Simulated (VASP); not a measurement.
# Mn (P6_3/mmc) in VASP: notebook

Mn is run at these levels: LDA; tasks: single point.

All numbers are computed with VASP 6.6.1; they aren't measurements. Logs are shortened: lines on timing, memory, paths and dates and some standing lists are left out, and cuts for length are marked.

### Step 1. The cell of the first run

The structure is hexagonal, space group P6_3/mmc (No. 194). The conventional cell has a = 2.463 Å, b = 2.463 Å, c = 3.976 Å, α = 90.00°, β = 90.00°, γ = 120.00°. Within 3.2 Å of Mn (site symmetry -6m2) lie 12 Mn at 2.44 to 2.46 Å.

This isn't the form of Mn at room conditions, which is a 58-atom cubic cell.

### Step 2. Single point, LDA, collinear spin, antiferromagnetic start (10.44 Å³/atom)

File INCAR:

```
PREC = Accurate
ENCUT = 520
EDIFF = 1E-7
ISMEAR = -1
SIGMA = 0.05
LREAL = F
LASPH = T
NELM = 150
ALGO = Normal
ISIF = 2
LWAVE = F
LCHARG = F
ISPIN = 2
MAGMOM = 3 -3
LORBIT = 11
LMAXMIX = 4
NBANDS = 24
```

File KPOINTS:

```
Automatic mesh
0
Gamma
  17 17 9
```

File POSCAR:

```
Mn
1.0
    2.4625222872      0.0000000000      0.0000000000
   -1.2312611436      2.1326068581      0.0000000000
    0.0000000000      0.0000000000      3.9764647914
Mn
2
Direct
    0.3333333333      0.6666666667      0.2500000000
    0.6666666667      0.3333333333      0.7500000000
```

Potentials or basis: VASP PAW LDA potentials, release 64 (Mn_pv).

Command:

```sh
> cat potpaw_LDA.64/Mn_pv/POTCAR > POTCAR
> mpirun -np 1 vasp_std > vasp.out
```

OUTCAR:

```text
PREC = Accurate
   ENCUT = 520
   EDIFF = 1E-7
   ISMEAR = -1
   LREAL = F
   LASPH = T
   NELM = 150
   ISIF = 2
   ISPIN = 2
   LORBIT = 11

 ion  position               nearest neighbor table
   1  0.333  0.667  0.250-   2 2.44   2 2.44   2 2.44   2 2.44   2 2.44   2 2.44
   2  0.667  0.333  0.750-   1 2.44   1 2.44   1 2.44   1 2.44   1 2.44   1 2.44

  LATTYP: Found a hexagonal cell.
 ALAT       =     2.4625222872
 C/A-ratio  =     1.6147934222

  Lattice vectors:

 A1 = (   2.4625222872,   0.0000000000,   0.0000000000)
 A2 = (  -1.2312611436,   2.1326068581,   0.0000000000)
 A3 = (   0.0000000000,   0.0000000000,   3.9764647914)

Analysis of symmetry for initial positions (statically):
=====================================================================
 Subroutine PRICEL returns:
 Original cell was already a primitive cell.

 Routine SETGRP: Setting up the symmetry group for a
 hexagonal supercell.

 Subroutine GETGRP returns: Found 24 space group operations
 (whereof 12 operations were pure point group operations)
 out of a pool of 24 trial point group operations.

The static configuration has the point symmetry D_3d.
 The point group associated with its full space group is D_6h.

Analysis of symmetry for dynamics (positions and initial velocities):
=====================================================================
 Subroutine PRICEL returns:
 Original cell was already a primitive cell.

 Routine SETGRP: Setting up the symmetry group for a
 hexagonal supercell.

 Subroutine GETGRP returns: Found 24 space group operations
 (whereof 12 operations were pure point group operations)
 out of a pool of 24 trial point group operations.

The dynamic configuration has the point symmetry D_3d.
 The point group associated with its full space group is D_6h.

Analysis of structural, dynamic, and magnetic symmetry:
=====================================================================
 Subroutine PRICEL returns:
 Original cell was already a primitive cell.

 Routine SETGRP: Setting up the symmetry group for a
 hexagonal supercell.

 Subroutine GETGRP returns: Found 24 space group operations
 (whereof 12 operations were pure point group operations)
 out of a pool of 24 trial point group operations.

The overall configuration has the point symmetry D_3d.
 The point group associated with its full space group is D_6h.

 Subroutine INISYM returns: Found 24 space group operations
 (whereof 12 operations are pure point group operations),
 and found     1 'primitive' translations

----------------------------------------------------------------------------------------

                                     Primitive cell

  volume of cell :      20.8828

  direct lattice vectors                    reciprocal lattice vectors
     2.462522287  0.000000000  0.000000000     0.406087695  0.234454840  0.000000000
    -1.231261144  2.132606858  0.000000000     0.000000000  0.468909680  0.000000000
     0.000000000  0.000000000  3.976464791     0.000000000  0.000000000  0.251479657

  length of vectors
     2.462522287  2.462522287  3.976464791     0.468909680  0.468909680  0.251479657

  position of ions in fractional coordinates (direct lattice)
     0.333333333  0.666666667  0.250000000
     0.666666667  0.333333333  0.750000000

  ion indices of the primitive-cell ions
   primitive index   ion index
                 1           1
                 2           2

----------------------------------------------------------------------------------------

 KPOINTS: Automatic mesh

Automatic generation of k-mesh.
 Grid dimensions read from file:
 generate k-points for:   17   17    9

 Generating k-lattice:

  Cartesian coordinates                     Fractional coordinates (reciprocal lattice)
     0.023887511  0.013791461  0.000000000     0.058823529 -0.000000000  0.000000000
     0.000000000  0.027582922  0.000000000     0.000000000  0.058823529  0.000000000
     0.000000000  0.000000000  0.027942184     0.000000000  0.000000000  0.111111111

  Length of vectors
     0.027582922  0.027582922  0.027942184

  Shift w.r.t. Gamma in fractional coordinates (k-lattice)
     0.000000000  0.000000000  0.000000000

 Subroutine IBZKPT returns following result:
 ===========================================

 Found    165 irreducible k-points:

 Following reciprocal coordinates:
            Coordinates               Weight
  0.000000  0.000000  0.000000      1.000000
  0.058824  0.000000  0.000000      6.000000
  0.117647  0.000000  0.000000      6.000000
  0.176471  0.000000  0.000000      6.000000
  0.235294  0.000000  0.000000      6.000000
  0.294118  0.000000  0.000000      6.000000
[... 16 lines left out ...]
  0.411765  0.117647  0.000000     12.000000
  0.176471  0.176471  0.000000      6.000000
 [... further k-points ...]
   k-points           NKPTS =    165   k-points in BZ     NKDIM =    165   number of bands    NBANDS=     24
   number of dos      NEDOS =    301   number of ions     NIONS =      2
   total plane-waves  NPLWV =   9720
   dimension x,y,z NGX =    18 NGY =   18 NGZ =   30
   dimension x,y,z NGXF=    36 NGYF=   36 NGZF=   60
   ions per type =               2
   NGX,Y,Z   is equivalent  to a cutoff of  12.15, 12.15, 12.54 a.u.
   NGXF,Y,Z  is equivalent  to a cutoff of  24.30, 24.30, 25.08 a.u.
 SYSTEM =  unknown system
   PREC   = accura    normal or accurate (medium, high low for compatibility)
   ISTART =      0    job   : 0-new  1-cont  2-samecut
   ICHARG =      2    charge: 1-file 2-atom 10-const
   ISPIN  =      2    spin polarized calculation?
   LNONCOLLINEAR =      F non collinear calculations
   LSORBIT =      F    spin-orbit coupling
   LASPH  =      T    aspherical Exc in radial PAW
   ENCUT  =  520.0 eV  38.22 Ry    6.18 a.u.   4.58  4.58  7.39*2*pi/ulx,y,z
   NELM   =    150;   NELMIN=  2; NELMDL= -5     # of ELM steps
   EDIFF  = 0.1E-06   stopping-criterion for ELM
   LREAL  =      F    real-space projection
   EDIFFG = 0.1E-05   stopping-criterion for IOM
   NSW    =      0    number of steps for IOM
   IBRION =     -1    ionic relax: 0-MD 1-quasi-New 2-CG
   NFREE  =      0    steps in history (QN), initial steepest desc. (CG)
   ISIF   =      2    stress and relaxation
   ISYM   =      2    0-nonsym 1-usesym 2-fastsym
   POTIM  = 0.5000    time-step for ionic-motion
   TEBEG  =    0.0;   TEEND  =   0.0 temperature during run
   PSTRESS=    0.0 pullay stress
   NELECT =      26.0000    total number of electrons
   NUPDOWN=      -1.0000    fix difference up-down
   EMIN   =  10.00;   EMAX   =-10.00  energy-range for DOS
   EFERMI =   0.00;   METHOD = LEGACY
   ISMEAR =    -1;   SIGMA  =   0.05  broadening in eV -4-tet -1-fermi 0-gaus
   EFERMI_NEDOS =   21; number of points for ismear=-14 and -15
   IALGO  =     38    algorithm
   IMIX   =      4    mixing-type and parameters
     AMIX     =   0.40;   BMIX     =  1.00
     AMIX_MAG =   1.60;   BMIX_MAG =  1.00
  volume/ion in A,a.u.               =      10.44        70.46
  Fermi-wavevector in a.u.,A,eV,Ry     =   1.761178  3.328144 42.201841  3.101748
  Thomas-Fermi vector in A             =   2.829799
   LORBIT       =     11    0 simple, 1 ext, 2 COOP (PROOUT), +10 PAW based schemes
   GGA     = CA    functional components
   LHFCALC =     F    Hartree Fock is set to
   AEXX    =    0.0000 exact exchange contribution
   IVDW    =     0    specifies the selected vdW correction
   LEPSILON=     F    determine dielectric tensor
   LRPA    =     F    only Hartree local field effects (RPA)
 spin polarized calculation
  energy-cutoff  :      520.00
  volume of cell :       20.88
 maximum number of plane-waves:       580
   NGX =  9   NGY =  9   NGZ = 15

 number of electron      26.0000024 magnetization      -0.0000000

 number of electron      26.0000024 magnetization       0.0000000

 Free energy of the ion-electron system (eV)
  ---------------------------------------------------
  ext. energy  EPLUGINS =         0.00000000
  ---------------------------------------------------
  free energy    TOTEN  =       -20.28480334 eV

  energy without entropy =      -20.26322147  energy(sigma->0) =      -20.27401240

 E-fermi :  10.5699     XC(G=0): -14.5456

 val. band max:       10.5693127963   @ k =   0.1176   0.0000   0.1111
 cond. band min:      10.5814397464   @ k =   0.1765   0.0588   0.1111
 fundamental gap:      0.0121269501
 Fermi energy:        10.5699091192

 spin component 1

 k-point     1 :       0.0000    0.0000    0.0000
  band No.  band energies     occupation
      1     -37.3351      1.00000
      2     -36.5892      1.00000
      3     -36.5892      1.00000
      4     -36.4703      1.00000
      5     -36.4703      1.00000
      6     -36.4533      1.00000
[... 16 lines left out ...]
     23      37.4082      0.00000
     24      37.4082      0.00000

 k-point     2 :       0.0588    0.0000    0.0000
  band No.  band energies     occupation
      1     -37.3253      1.00000
      2     -36.6106      1.00000
      3     -36.5961      1.00000
      4     -36.4927      1.00000
      5     -36.4734      1.00000
      6     -36.4570      1.00000
[... 16 lines left out ...]
     23      35.9533      0.00000
     24      36.6949      0.00000

 k-point     3 :       0.1176    0.0000    0.0000
  band No.  band energies     occupation
      1     -37.2966      1.00000
      2     -36.6722      1.00000
      3     -36.6156      1.00000
      4     -36.5561      1.00000
      5     -36.4825      1.00000
      6     -36.4682      1.00000
[... 16 lines left out ...]
     23      35.1693      0.00000
     24      36.4160      0.00000
[... 514 lines left out ...]
 k-point    23 :       0.4118    0.1176    0.0000
  band No.  band energies     occupation
      1     -37.2037      1.00000
      2     -37.0604      1.00000
      3     -36.9289      1.00000
      4     -36.8226      1.00000
      5     -36.6729      1.00000
      6     -36.6292      1.00000
[... 16 lines left out ...]
     23      27.9153      0.00000
     24      31.4196      0.00000

 k-point    24 :       0.1765    0.1765    0.0000
  band No.  band energies     occupation
      1     -37.1086      1.00000
      2     -36.9433      1.00000
      3     -36.9385      1.00000
      4     -36.7092      1.00000
      5     -36.5935      1.00000
      6     -36.5565      1.00000
[... 16 lines left out ...]
     23      32.7255      0.00000
     24      34.1812      0.00000

 [... further k-points ...]

 spin component 2

 k-point     1 :       0.0000    0.0000    0.0000
  band No.  band energies     occupation
      1     -37.3351      1.00000
      2     -36.5892      1.00000
      3     -36.5892      1.00000
      4     -36.4703      1.00000
      5     -36.4703      1.00000
      6     -36.4533      1.00000
[... 16 lines left out ...]
     23      37.4082      0.00000
     24      37.4082      0.00000

 k-point     2 :       0.0588    0.0000    0.0000
  band No.  band energies     occupation
      1     -37.3253      1.00000
      2     -36.6106      1.00000
      3     -36.5961      1.00000
      4     -36.4927      1.00000
      5     -36.4734      1.00000
      6     -36.4570      1.00000
[... 16 lines left out ...]
     23      35.9533      0.00000
     24      36.6949      0.00000

 k-point     3 :       0.1176    0.0000    0.0000
  band No.  band energies     occupation
      1     -37.2966      1.00000
      2     -36.6722      1.00000
      3     -36.6156      1.00000
      4     -36.5561      1.00000
      5     -36.4825      1.00000
      6     -36.4682      1.00000
[... 16 lines left out ...]
     23      35.1693      0.00000
     24      36.4160      0.00000
[... 514 lines left out ...]
 k-point    23 :       0.4118    0.1176    0.0000
  band No.  band energies     occupation
      1     -37.2037      1.00000
      2     -37.0604      1.00000
      3     -36.9289      1.00000
      4     -36.8226      1.00000
      5     -36.6729      1.00000
      6     -36.6292      1.00000
[... 16 lines left out ...]
     23      27.9153      0.00000
     24      31.4196      0.00000

 k-point    24 :       0.1765    0.1765    0.0000
  band No.  band energies     occupation
      1     -37.1086      1.00000
      2     -36.9433      1.00000
      3     -36.9385      1.00000
      4     -36.7092      1.00000
      5     -36.5935      1.00000
      6     -36.5565      1.00000
[... 16 lines left out ...]
     23      32.7255      0.00000
     24      34.1812      0.00000

 [... further k-points ...]
[... 5 lines left out ...]
  --------------------------------------------------------------------------------------
  -------------------------------------------------------------------------------------
  Total       -1.4875905     -1.4875905     -1.5418598     -0.0000000      0.0000000     -0.0000000
  in kB     -114.1315879   -114.1315879   -118.2952616     -0.0000000      0.0000000     -0.0000000
  external PRESSURE =    -115.5194791 kB  Pullay stress =       0.0000000 kB

 VOLUME and BASIS-vectors are now :
 -----------------------------------------------------------------------------
  energy-cutoff  :      520.00
  volume of cell :       20.88
      direct lattice vectors                 reciprocal lattice vectors
     2.462522287  0.000000000  0.000000000     0.406087695  0.234454840  0.000000000
    -1.231261144  2.132606858  0.000000000     0.000000000  0.468909680  0.000000000
     0.000000000  0.000000000  3.976464791     0.000000000  0.000000000  0.251479657

 POSITION                                       TOTAL-FORCE (eV/Angst)
 -----------------------------------------------------------------------------------
     -0.00000      1.42174      0.99412         0.000000      0.000000      0.000000
      1.23126      0.71087      2.98235        -0.000000     -0.000000      0.000000
 -----------------------------------------------------------------------------------
    total drift:                               -0.000000      0.000000     -0.000000

  FREE ENERGIE OF THE ION-ELECTRON SYSTEM (eV)
  ---------------------------------------------------
  free  energy   TOTEN  =       -20.2848033398 eV

  energy  without entropy=      -20.2632214701  energy(sigma->0) =      -20.27401240

 total charge

# of ion       s       p       d       tot
------------------------------------------
    1        0.438   6.414   5.205  12.057
    2        0.438   6.414   5.205  12.057
--------------------------------------------------
tot          0.876  12.829  10.409  24.115

 magnetization (x)

# of ion       s       p       d       tot
------------------------------------------
    1        0.000   0.000   0.001   0.001
    2       -0.000  -0.000  -0.001  -0.001
--------------------------------------------------
tot          0.000   0.000   0.000   0.000
```

Run time: 1.7 min. Hardware: 1 thread of Intel Xeon Platinum 8488C (Sapphire Rapids), shared host; peak memory 0.21 GiB.

What came out:

- Free energy: -20.2848 eV
- Pressure: -11.6 GPa
- Band gap on the k mesh: zero (filled and empty bands overlap)
- Net moment: 0.00 μB per cell
- Valence electrons inside the program's atomic spheres: Mn 12.06

Caveat: the cell stands under tension; the moments typed at the start vanished in this run.

### Step 3. Single point, LDA, collinear spin, antiferromagnetic start (10.84 Å³/atom)

This run uses another cell than the first one, of 10.84 Å³/atom.

File INCAR:

```
SYSTEM = Mn
PREC = Accurate ; ENCUT = 520
EDIFF = 1E-6 ; ISMEAR = -1
SIGMA = 0.05 ; LREAL = .False.
LASPH = .True. ; NELM = 150
ALGO = Normal ; ISIF = 2
LWAVE = .False. ; LCHARG = .False.
ISPIN = 2 ; MAGMOM = 3 -3
LORBIT = 11 ; LMAXMIX = 4
GGA = CA ; NBANDS = 24
```

File KPOINTS:

```
Automatic mesh
0
Gamma
  17 17 9
  0 0 0
```

File POSCAR:

```
Mn
1.0
    2.4936967648      0.0000000000      0.0000000000
   -1.2468483824      2.1596047477      0.0000000000
    0.0000000000      0.0000000000      4.0268051328
Mn
2
Direct
    0.3333333333      0.6666666667      0.2500000000
    0.6666666667      0.3333333333      0.7500000000
```

Potentials or basis: VASP PAW LDA potentials, release 64 (Mn_pv).

Command:

```sh
> cat potpaw_LDA.64/Mn_pv/POTCAR > POTCAR
> mpirun -np 1 vasp_std > vasp.out
```

It took 1.9 min on 1 thread of Intel Xeon Platinum 8488C (Sapphire Rapids), shared host; peak memory 0.22 GiB.

Results (log left out):

```yaml
Free_energy: -20.2021 eV
Pressure: -21.3 GPa
Band_gap_on_the_k_mesh: zero (filled and empty bands overlap)
Net_moment: 0.00 μB per cell
Valence_electrons_inside_the_program's_atomic_spheres: Mn 11.98
```

Stress tensor (GPa, compression positive):
```
-21.11   0.00   0.00
  0.00 -21.11   0.00
  0.00   0.00 -21.55
```

Levels at points of the mesh, in eV from the Fermi level:
Spin up:
| k point | band 10 | band 11 | band 12 | band 13 | band 14 | band 15 | band 16 | band 17 |
| --- | --- | --- | --- | --- | --- | --- | --- | --- |
| (0.00, 0.00, 0.00) | -0.94 | -0.94 | -0.47 | -0.47 | 0.03 | 0.03 | 0.85 | 1.59 |
Spin down:
| k point | band 10 | band 11 | band 12 | band 13 | band 14 | band 15 | band 16 | band 17 |
| --- | --- | --- | --- | --- | --- | --- | --- | --- |
| (0.00, 0.00, 0.00) | -0.94 | -0.94 | -0.47 | -0.47 | 0.03 | 0.03 | 0.85 | 1.59 |

Caveat: the cell stands under tension; the moments typed at the start vanished in this run.

### Step 4. Single point, LDA, collinear spin, antiferromagnetic start (11.24 Å³/atom)

This run uses another cell than the first one, of 11.24 Å³/atom.

File INCAR:

```
PREC = Accurate
ENCUT = 520
EDIFF = 1E-6
ISMEAR = -1
SIGMA = 0.05
LREAL = F
LASPH = T
NELM = 150
ALGO = Normal
ISIF = 2
LWAVE = F
LCHARG = F
ISPIN = 2
MAGMOM = 3 -3
LORBIT = 11
LMAXMIX = 4
GGA = CA
NBANDS = 24
```

File KPOINTS:

```
regular mesh
0
Gamma
  17 17 9
```

File POSCAR:

```
Mn
1.0
    2.5241106984      0.0000000000      0.0000000000
   -1.2620553492      2.1859439868      0.0000000000
    0.0000000000      0.0000000000      4.0759173527
Mn
2
Direct
    0.3333333333      0.6666666667      0.2500000000
    0.6666666667      0.3333333333      0.7500000000
```

Command:

```sh
> cat potpaw_LDA.64/Mn_pv/POTCAR > POTCAR
> mpirun -np 1 vasp_std > vasp.out
```

It took 2.9 min on 1 thread of Intel Xeon Platinum 8488C (Sapphire Rapids), shared host; peak memory 0.22 GiB.

It converged, with:

| Quantity | Value |
| --- | --- |
| Free energy | -20.0757 eV |
| Pressure | -29.1 GPa |
| Band gap on the k mesh | zero (filled and empty bands overlap) |
| Net moment | 0.00 μB per cell |
| Valence electrons inside the program's atomic spheres | Mn 11.91 |

Stress tensor (GPa, compression positive):
```
-28.92   0.00   0.00
  0.00 -28.92   0.00
  0.00   0.00 -29.39
```

Levels at points of the mesh, in eV from the Fermi level:
Spin up:
| k point | band 9 | band 10 | band 11 | band 12 | band 13 | band 14 | band 15 | band 16 | band 17 | band 18 |
| --- | --- | --- | --- | --- | --- | --- | --- | --- | --- | --- |
| (0.00, 0.00, 0.00) | -0.89 | -0.89 | -0.89 | -0.45 | -0.45 | 0.03 | 0.03 | 0.80 | 1.52 | 1.52 |
Spin down:
```tsv
k point	band 9	band 10	band 11	band 12	band 13	band 14	band 15	band 16	band 17	band 18
(0.00, 0.00, 0.00)	-0.89	-0.89	-0.89	-0.45	-0.45	0.03	0.03	0.80	1.52	1.52
```

Caveat: the cell stands under tension; the moments typed at the start vanished in this run.
